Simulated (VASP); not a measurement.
Runs of VASP 6.6.1 on GaP. It takes space group F-43m (No. 216, cubic). The conventional cell has a = 5.451 Å, b = 5.451 Å, c = 5.451 Å, α = 90.00°, β = 90.00°, γ = 90.00°. Ga (site symmetry -43m) has 4 P at 2.36 Å within 3.1 Å. Within 3.1 Å of P (site symmetry -43m) lie 4 Ga at 2.36 Å. 

```tsv
level	k mesh	cutoff (eV)	smearing	grid for exact exchange (PRECFOCK)	share of exact exchange	screening parameter	gap on the mesh (eV)	pressure (GPa)
PBE-based global hybrid	4 × 4 × 4	520	gaussian 0.01 eV	Normal	0.1	-	2.19	2.0
PBE-based screened hybrid	4 × 4 × 4	520	gaussian 0.01 eV	Normal	0.5	0.1 1/Å	3.71	-1.4
PBEsol	6 × 6 × 6	520	gaussian 0.01 eV	-	-	-	1.51	-0.6
PBEsol+D3(BJ)	6 × 6 × 6	500	gaussian 0.01 eV	-	-	-	1.51	-2.8
HSE06	4 × 4 × 4	520	gaussian 0.01 eV	Normal	-	0.2079 1/Å	2.31	(b)
PBEsol	6 × 6 × 6	500	gaussian 0.05 eV	-	-	-	1.51	-0.6
PBE-based screened hybrid	4 × 4 × 4	520	gaussian 0.01 eV	Normal	0.05	0.1 1/Å	(a)	2.4
PBEsol	6 × 6 × 6	500	gaussian 0.01 eV	-	-	-	1.51	-0.6
```

Alike in all rows: task single point; potentials or basis VASP PAW PBE potentials, release 64 (Ga_d, P); no spin polarisation; cell as given.

Q: Estimate the missing entries.

A: (a) 1.83; (b) 1.0.

Caveats: some runs use coarse meshes; the PAW data sets were made with another functional, which shifts forces and pressure a little.

A k mesh can miss the band edges, and the runs leave out spin-orbit coupling on Ga.
